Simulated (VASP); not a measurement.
# MgO (P6_3/mmc) in VASP: a series of runs

MgO is run at these levels: PBE; tasks: single point.

Program: VASP 6.6.1. These are calculated values, not measurements. Logs are shortened: lines on timing, memory, paths and dates and some standing lists are left out, and cuts for length are marked.

**1. The cell of the first run**

It takes space group P6_3/mmc (No. 194, hexagonal). The conventional cell has a = 3.662 Å, b = 3.662 Å, c = 4.451 Å, α = 90.00°, β = 90.00°, γ = 120.00°. Mg (site symmetry -6m2) has 5 O at 2.11 to 2.23 Å within 2.8 Å. O (site symmetry -6m2) has 5 Mg at 2.11 to 2.23 Å within 2.8 Å.

**2. Single point, PBE**

Input file INCAR:

```
SYSTEM = MgO
ALGO = Normal
EDIFF = 1E-6
ENCUT = 520
GGA = PE
ISIF = 2
ISMEAR = 0
LASPH = .True.
LCHARG = .False.
LREAL = .False.
LWAVE = .False.
NBANDS = 16
NELM = 100
PREC = Accurate
SIGMA = 0.05
```

Input file KPOINTS:

```
k-points
0
Gamma
  9 9 6
  0 0 0
```

Input file POSCAR:

```
MgO
1.0
    3.6622000000      0.0000000000      0.0000000000
   -1.8311000000      3.1715582337      0.0000000000
    0.0000000000      0.0000000000      4.4514000000
Mg O
2 2
Direct
    0.6666666667      0.3333333333      0.7500000000
    0.3333333333      0.6666666667      0.2500000000
    0.6666666667      0.3333333333      0.2500000000
    0.3333333333      0.6666666667      0.7500000000
```

Potentials or basis: VASP PAW PBE potentials, release 64 (Mg, O).

Run with:

```sh
cat potpaw_PBE.64/Mg/POTCAR potpaw_PBE.64/O/POTCAR > POTCAR
mpirun -np 1 vasp_std > vasp.out
```

OUTCAR:

```text
SYSTEM = MgO
   EDIFF = 1E-6
   ENCUT = 520
   GGA = PE
   ISIF = 2
   ISMEAR = 0
   LASPH = .True.
   LREAL = .False.
   NELM = 100
   PREC = Accurate

 ion  position               nearest neighbor table
   1  0.667  0.333  0.750-   4 2.11   4 2.11   4 2.11   3 2.23   3 2.23   2 3.07   2 3.07   2 3.07
                             2 3.07   2 3.07   2 3.07
   2  0.333  0.667  0.250-   3 2.11   3 2.11   3 2.11   4 2.23   4 2.23   1 3.07   1 3.07   1 3.07
                             1 3.07   1 3.07   1 3.07
   3  0.667  0.333  0.250-   2 2.11   2 2.11   2 2.11   1 2.23   1 2.23
   4  0.333  0.667  0.750-   1 2.11   1 2.11   1 2.11   2 2.23   2 2.23

  LATTYP: Found a hexagonal cell.
 ALAT       =     3.6622000000
 C/A-ratio  =     1.2154988805

  Lattice vectors:

 A1 = (   3.6622000000,   0.0000000000,   0.0000000000)
 A2 = (  -1.8311000000,   3.1715582337,   0.0000000000)
 A3 = (   0.0000000000,   0.0000000000,   4.4514000000)

Analysis of symmetry for initial positions (statically):
=====================================================================
 Subroutine PRICEL returns:
 Original cell was already a primitive cell.

 Routine SETGRP: Setting up the symmetry group for a
 hexagonal supercell.

 Subroutine GETGRP returns: Found 24 space group operations
 (whereof 12 operations were pure point group operations)
 out of a pool of 24 trial point group operations.

The static configuration has the point symmetry D_3d.
 The point group associated with its full space group is D_6h.

Analysis of symmetry for dynamics (positions and initial velocities):
=====================================================================
 Subroutine PRICEL returns:
 Original cell was already a primitive cell.

 Routine SETGRP: Setting up the symmetry group for a
 hexagonal supercell.

 Subroutine GETGRP returns: Found 24 space group operations
 (whereof 12 operations were pure point group operations)
 out of a pool of 24 trial point group operations.

The dynamic configuration has the point symmetry D_3d.
 The point group associated with its full space group is D_6h.

 Subroutine INISYM returns: Found 24 space group operations
 (whereof 12 operations are pure point group operations),
 and found     1 'primitive' translations

----------------------------------------------------------------------------------------

                                     Primitive cell

  volume of cell :      51.7025

  direct lattice vectors                    reciprocal lattice vectors
     3.662200000  0.000000000  0.000000000     0.273059909  0.157651212  0.000000000
    -1.831100000  3.171558234  0.000000000     0.000000000  0.315302424  0.000000000
     0.000000000  0.000000000  4.451400000     0.000000000  0.000000000  0.224648425

  length of vectors
     3.662200000  3.662200000  4.451400000     0.315302424  0.315302424  0.224648425

  position of ions in fractional coordinates (direct lattice)
     0.666666667  0.333333333  0.750000000
     0.333333333  0.666666667  0.250000000
     0.666666667  0.333333333  0.250000000
     0.333333333  0.666666667  0.750000000

  ion indices of the primitive-cell ions
   primitive index   ion index
                 1           1
                 2           2
                 3           3
                 4           4

----------------------------------------------------------------------------------------

 KPOINTS: k-points

Automatic generation of k-mesh.
 Grid dimensions read from file:
 generate k-points for:    9    9    6

 Generating k-lattice:

  Cartesian coordinates                     Fractional coordinates (reciprocal lattice)
     0.030339990  0.017516801  0.000000000     0.111111111  0.000000000  0.000000000
     0.000000000  0.035033603  0.000000000     0.000000000  0.111111111  0.000000000
     0.000000000  0.000000000  0.037441404     0.000000000  0.000000000  0.166666667

  Length of vectors
     0.035033603  0.035033603  0.037441404

  Shift w.r.t. Gamma in fractional coordinates (k-lattice)
     0.000000000  0.000000000  0.000000000

 Subroutine IBZKPT returns following result:
 ===========================================

 Found     48 irreducible k-points:

 Following reciprocal coordinates:
            Coordinates               Weight
  0.000000  0.000000  0.000000      1.000000
  0.111111  0.000000  0.000000      6.000000
  0.222222  0.000000  0.000000      6.000000
  0.333333  0.000000  0.000000      6.000000
  0.444444  0.000000  0.000000      6.000000
  0.111111  0.111111  0.000000      6.000000
[... 16 lines left out ...]
  0.333333  0.222222  0.166667     24.000000
  0.333333  0.333333  0.166667      4.000000
 [... further k-points ...]
   k-points           NKPTS =     48   k-points in BZ     NKDIM =     48   number of bands    NBANDS=     16
   number of dos      NEDOS =    301   number of ions     NIONS =      4
   total plane-waves  NPLWV =  28224
   dimension x,y,z NGX =    28 NGY =   28 NGZ =   36
   dimension x,y,z NGXF=    56 NGYF=   56 NGZF=   72
   ions per type =               2   2
   NGX,Y,Z   is equivalent  to a cutoff of  12.71, 12.71, 13.44 a.u.
   NGXF,Y,Z  is equivalent  to a cutoff of  25.42, 25.42, 26.89 a.u.
 SYSTEM =  MgO
   PREC   = accura    normal or accurate (medium, high low for compatibility)
   ISTART =      0    job   : 0-new  1-cont  2-samecut
   ICHARG =      2    charge: 1-file 2-atom 10-const
   ISPIN  =      1    spin polarized calculation?
   LNONCOLLINEAR =      F non collinear calculations
   LSORBIT =      F    spin-orbit coupling
   LASPH  =      T    aspherical Exc in radial PAW
   ENCUT  =  520.0 eV  38.22 Ry    6.18 a.u.   6.81  6.81  8.28*2*pi/ulx,y,z
   NELM   =    100;   NELMIN=  2; NELMDL= -5     # of ELM steps
   EDIFF  = 0.1E-05   stopping-criterion for ELM
   LREAL  =      F    real-space projection
   EDIFFG = 0.1E-04   stopping-criterion for IOM
   NSW    =      0    number of steps for IOM
   IBRION =     -1    ionic relax: 0-MD 1-quasi-New 2-CG
   NFREE  =      0    steps in history (QN), initial steepest desc. (CG)
   ISIF   =      2    stress and relaxation
   ISYM   =      2    0-nonsym 1-usesym 2-fastsym
   POTIM  = 0.5000    time-step for ionic-motion
   TEBEG  =    0.0;   TEEND  =   0.0 temperature during run
   PSTRESS=    0.0 pullay stress
   NELECT =      16.0000    total number of electrons
   NUPDOWN=      -1.0000    fix difference up-down
   EMIN   =  10.00;   EMAX   =-10.00  energy-range for DOS
   EFERMI =   0.00;   METHOD = LEGACY
   ISMEAR =     0;   SIGMA  =   0.05  broadening in eV -4-tet -1-fermi 0-gaus
   EFERMI_NEDOS =   21; number of points for ismear=-14 and -15
   IALGO  =     38    algorithm
   IMIX   =      4    mixing-type and parameters
     AMIX     =   0.40;   BMIX     =  1.00
     AMIX_MAG =   1.60;   BMIX_MAG =  1.00
  volume/ion in A,a.u.               =      12.93        87.23
  Fermi-wavevector in a.u.,A,eV,Ry     =   1.107332  2.092553 16.683237  1.226183
  Thomas-Fermi vector in A             =   2.243844
   LORBIT       =      0    0 simple, 1 ext, 2 COOP (PROOUT), +10 PAW based schemes
   GGA     = PE    functional components
   LHFCALC =     F    Hartree Fock is set to
   AEXX    =    0.0000 exact exchange contribution
   IVDW    =     0    specifies the selected vdW correction
   LEPSILON=     F    determine dielectric tensor
   LRPA    =     F    only Hartree local field effects (RPA)
 non-spin polarized calculation
 Gauss-broadening in eV      SIGMA  =   0.05
  energy-cutoff  :      520.00
  volume of cell :       51.70
 maximum number of plane-waves:      1408
 NGX is ok and might be reduce to    28
   NGX = 13   NGY = 13   NGZ = 17

 number of electron      15.9999999 magnetization

 Free energy of the ion-electron system (eV)
  ---------------------------------------------------
  ext. energy  EPLUGINS =         0.00000000
  ---------------------------------------------------
  free energy    TOTEN  =       -23.39561396 eV

  energy without entropy =      -23.39561396  energy(sigma->0) =      -23.39561396

 E-fermi :   1.2937     XC(G=0):  -9.3852

 val. band max:        1.0575967409   @ k =   0.0000   0.0000   0.0000
 cond. band min:       3.6776097819   @ k =   0.0000   0.0000   0.0000
 fundamental gap:      2.6200130409
 Fermi energy:         1.2936677284

 k-point     1 :       0.0000    0.0000    0.0000
  band No.  band energies     occupation
      1     -15.2480      2.00000
      2     -14.2453      2.00000
      3      -2.0750      2.00000
      4      -0.3916      2.00000
      5      -0.3916      2.00000
      6       0.3992      2.00000
[... 8 lines left out ...]
     15      15.0561      0.00000
     16      15.7775      0.00000

 k-point     2 :       0.1111    0.0000    0.0000
  band No.  band energies     occupation
      1     -15.2035      2.00000
      2     -14.2526      2.00000
      3      -1.9892      2.00000
      4      -0.5670      2.00000
      5      -0.4730      2.00000
      6       0.1021      2.00000
[... 8 lines left out ...]
     15      15.1995      0.00000
     16      15.2454      0.00000

 k-point     3 :       0.2222    0.0000    0.0000
  band No.  band energies     occupation
      1     -15.0812      2.00000
      2     -14.2794      2.00000
      3      -1.7439      2.00000
      4      -1.0805      2.00000
      5      -0.6471      2.00000
      6      -0.3107      2.00000
[... 8 lines left out ...]
     15      14.3893      0.00000
     16      14.4591      0.00000

 k-point     4 :       0.3333    0.0000    0.0000
  band No.  band energies     occupation
      1     -14.9152      2.00000
      2     -14.3352      2.00000
      3      -1.6394      2.00000
      4      -1.3824      2.00000
      5      -0.8127      2.00000
      6      -0.5791      2.00000
[... 8 lines left out ...]
     15      13.8298      0.00000
     16      14.1374      0.00000

 k-point     5 :       0.4444    0.0000    0.0000
  band No.  band energies     occupation
      1     -14.7695      2.00000
      2     -14.4080      2.00000
      3      -1.9675      2.00000
      4      -1.0254      2.00000
      5      -0.9091      2.00000
      6      -0.7180      2.00000
[... 8 lines left out ...]
     15      14.0585      0.00000
     16      14.1802      0.00000

 k-point     6 :       0.1111    0.1111    0.0000
  band No.  band energies     occupation
      1     -15.1199      2.00000
      2     -14.2696      2.00000
      3      -1.8234      2.00000
      4      -0.8222      2.00000
      5      -0.7524      2.00000
      6      -0.1341      2.00000
[... 8 lines left out ...]
     15      14.5822      0.00000
     16      14.6373      0.00000
[... 267 lines left out ...]
 k-point    21 :       0.4444    0.1111    0.1667
  band No.  band energies     occupation
      1     -14.6930      2.00000
      2     -14.4477      2.00000
      3      -2.1260      2.00000
      4      -1.2480      2.00000
      5      -1.0794      2.00000
      6      -0.4487      2.00000
[... 8 lines left out ...]
     15      13.8746      0.00000
     16      14.5760      0.00000

 k-point    22 :       0.2222    0.2222    0.1667
  band No.  band energies     occupation
      1     -14.7897      2.00000
      2     -14.3966      2.00000
      3      -1.7157      2.00000
      4      -1.6962      2.00000
      5      -0.8035      2.00000
      6      -0.4697      2.00000
[... 8 lines left out ...]
     15      13.8827      0.00000
     16      15.3033      0.00000

 k-point    23 :       0.3333    0.2222    0.1667
  band No.  band energies     occupation
      1     -14.6618      2.00000
      2     -14.4656      2.00000
      3      -1.9432      2.00000
      4      -1.4793      2.00000
      5      -1.1464      2.00000
      6      -0.2504      2.00000
[... 8 lines left out ...]
     15      13.9500      0.00000
     16      15.1805      0.00000

 k-point    24 :       0.3333    0.3333    0.1667
  band No.  band energies     occupation
      1     -14.5535      2.00000
      2     -14.5535      2.00000
      3      -1.8819      2.00000
      4      -1.4030      2.00000
      5      -1.4030      2.00000
      6       0.0435      2.00000
[... 8 lines left out ...]
     15      14.0585      0.00000
     16      15.8152      0.00000

 [... further k-points ...]

------------------------ aborting loop because EDIFF is reached ----------------------------------------

  FORCE on cell =-STRESS in cart. coord.  units (eV):
  Direction    XX          YY          ZZ          XY          YZ          ZX
  --------------------------------------------------------------------------------------
  -------------------------------------------------------------------------------------
  Total       -3.9795332     -3.9795332     -4.3798697      0.0000000     -0.0000000      0.0000000
  in kB     -123.3193829   -123.3193829   -135.7251714      0.0000000     -0.0000000      0.0000000
  external PRESSURE =    -127.4546458 kB  Pullay stress =       0.0000000 kB

 VOLUME and BASIS-vectors are now :
 -----------------------------------------------------------------------------
  energy-cutoff  :      520.00
  volume of cell :       51.70
      direct lattice vectors                 reciprocal lattice vectors
     3.662200000  0.000000000  0.000000000     0.273059909  0.157651212  0.000000000
    -1.831100000  3.171558234  0.000000000     0.000000000  0.315302424  0.000000000
     0.000000000  0.000000000  4.451400000     0.000000000  0.000000000  0.224648425

 POSITION                                       TOTAL-FORCE (eV/Angst)
 -----------------------------------------------------------------------------------
      1.83110      1.05719      3.33855        -0.000000     -0.000000      0.000000
     -0.00000      2.11437      1.11285         0.000000     -0.000000      0.000000
      1.83110      1.05719      1.11285         0.000000      0.000000      0.000000
     -0.00000      2.11437      3.33855         0.000000      0.000000      0.000000
 -----------------------------------------------------------------------------------
    total drift:                               -0.000000     -0.000000     -0.000000

  FREE ENERGIE OF THE ION-ELECTRON SYSTEM (eV)
  ---------------------------------------------------
  free  energy   TOTEN  =       -23.3956139572 eV

  energy  without entropy=      -23.3956139572  energy(sigma->0) =      -23.39561396
```

Wall time 63 s (1 thread of AMD EPYC 7R43 (Zen 3), shared host); peak memory 0.15 GiB.

What came out:

```yaml
Free_energy: -23.3956 eV
Pressure: -12.7 GPa
Band_gap_on_the_k_mesh: 2.62 eV
```

Caveat: the cell stands under tension.

[end of part 1 of 2]
